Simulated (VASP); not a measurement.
Runs of VASP 6.6.1 on Sc. The structure is that of space group Pm-3m (No. 221), or close to it. The cells are those of the table. 

| cell | k mesh | gap on the mesh (eV) | pressure (GPa) |
| --- | --- | --- | --- |
| a = 3.077 Å, 1 atom | 12 × 12 × 12 | none | -2.2 |
| a = 3.114 Å, 1 atom | 12 × 12 × 12 | none | -3.1 |
| a = 2.999 Å, 1 atom | 17 × 17 × 17 | none | (b) |
| a = 2.999 Å, 1 atom | 12 × 12 × 12 | none | (c) |
| a = 2.874 Å, 1 atom | 12 × 12 × 12 | none | (a) |
| a = 3.038 Å, 1 atom | 12 × 12 × 12 | none | -1.2 |
| a = 2.958 Å, 1 atom | 12 × 12 × 12 | none | 1.4 |
| a = 2.917 Å, 1 atom | 12 × 12 × 12 | none | 3.0 |

Alike in all rows: task single point; level BLYP; potentials or basis VASP PAW PBE potentials, release 64 (Sc_sv); no spin polarisation; cutoff (eV) 520; smearing fermi-dirac 0.1 eV.

Problem. Fill in the values left out.

Solution. (a) 5.0; (b) -0.1; (c) 0.0.

Caveats: the PAW data sets were made with another functional, which shifts forces and pressure a little.

A gap of «none» marks levels without a gap at the run's occupations.
